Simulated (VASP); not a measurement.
Write the native input for VASP 6.6.1 that does the following.

* Task: single point
* Functional: PBEsol
* Potentials or basis: VASP PAW PBE potentials, release 64 (Zn)
* Cutoff: 500 eV
* k mesh: 18 × 18 × 18
* Occupations: gaussian, width 0.1 eV
* Spin: no spin polarisation
* Dipole correction: no
* Further INCAR settings: ALGO = Normal; EDIFF = 1e-06; NBANDS = 12

The structure of Zn lies in POSCAR:

```
Zn
1.0
    0.0000000000      1.9800838705      1.9800838705
    1.9800838705      0.0000000000      1.9800838705
    1.9800838705      1.9800838705      0.0000000000
Zn
1
Direct
    0.0000000000      0.0000000000      0.0000000000
```

This cell differs from its parent crystal: Cd replaced by Zn, lengths x 0.908, strained.

The input as run:

INCAR

```
SYSTEM = Zn
PREC     = Accurate       ! precision mode
ENCUT    = 500            ! plane-wave cutoff, eV
EDIFF    = 1E-6           ! SCF threshold, eV
ISMEAR   = 0              ! smearing method
SIGMA    = 0.1            ! smearing width, eV
LREAL    = .FALSE.        ! projectors in reciprocal space
LASPH    = .TRUE.         ! aspherical terms in the spheres
NELM     = 120            ! most SCF steps
ALGO     = Normal         ! electronic algorithm
ISIF     = 2              ! what is computed and relaxed
LWAVE    = .FALSE.        ! write WAVECAR
LCHARG   = .FALSE.        ! write CHGCAR
GGA      = PS             ! functional
NBANDS   = 12             ! bands
GGA_COMPAT= .FALSE.
```

KPOINTS

```
Automatic mesh
0
G
  18 18 18
  0 0 0
```

Potentials or basis: VASP PAW PBE potentials, release 64 (Zn).

Run with:

```sh
$ cat potpaw_PBE.64/Zn/POTCAR > POTCAR
$ mpirun -np 1 vasp_std > vasp.out
```

It gave:

The pressure is -6.0 GPa. The band gap on the k mesh is zero (band 6 reaches 4.37 eV, above the bottom of band 7 at 1.33 eV).

Caveat: the cell differs from its parent crystal (Cd replaced by Zn, lengths x 0.908, strained); the PAW data sets were made with another functional, which shifts forces and pressure a little.

It took 17 s on 1 thread of Intel(R) Xeon(R) Platinum 8488C (Sapphire Rapids), with other jobs on the host, peak memory 0.14 GiB.
